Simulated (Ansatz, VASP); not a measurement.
Two plane-wave programs on InSe2

```
In Se
1.0
     3.89489    0.00000    0.00000
     0.00000    3.89489    0.00000
     0.00000    0.00000    9.62623
In Se
2 4
Cartesian
  0.0000 1.9474 6.8006
  1.9474 0.0000 2.8256
  0.0000 1.9474 3.5252
  1.9474 0.0000 6.1010
  0.0000 0.0000 0.0000
  1.9474 1.9474 0.0000
```

Alike in both runs: task single point; functional PBEsol; k mesh 8 × 8 × 4; occupations gaussian, width 0.1 eV; no spin polarisation.

```csv
,VASP,Ansatz
version,VASP 6.6.1,Ansatz 0.2.0
potentials or method,"VASP PAW PBE potentials, release 64 (In_d, Se), cutoff 520 eV","scalar-relativistic, plane waves, PAW"
valence electrons in the cell,50,90
```

VASP gave:

* gap on the k mesh at the Fermi level (eV): none
* pressure (GPa): -3.3
* traceless stress, the component that is largest in VASP (GPa): 1.23
* rms of the force components (eV/Å): 0.051

Task: Estimate Ansatz's values.

Result: gap on the k mesh at the Fermi level (eV): none; pressure (GPa): -3.4; traceless stress, the component that is largest in VASP (GPa): 1.27; rms of the force components (eV/Å): 0.052.

VASP's potentials were made for PBE, not for PBEsol. Atom by atom the forces differ by 0.001 eV/Å (rms over components). A gap of «none» marks a metal or a gap that the smearing closes. VASP's potentials hold 50 valence electrons a cell and Ansatz's 90, so a difference there can come from the potentials and not from the codes.
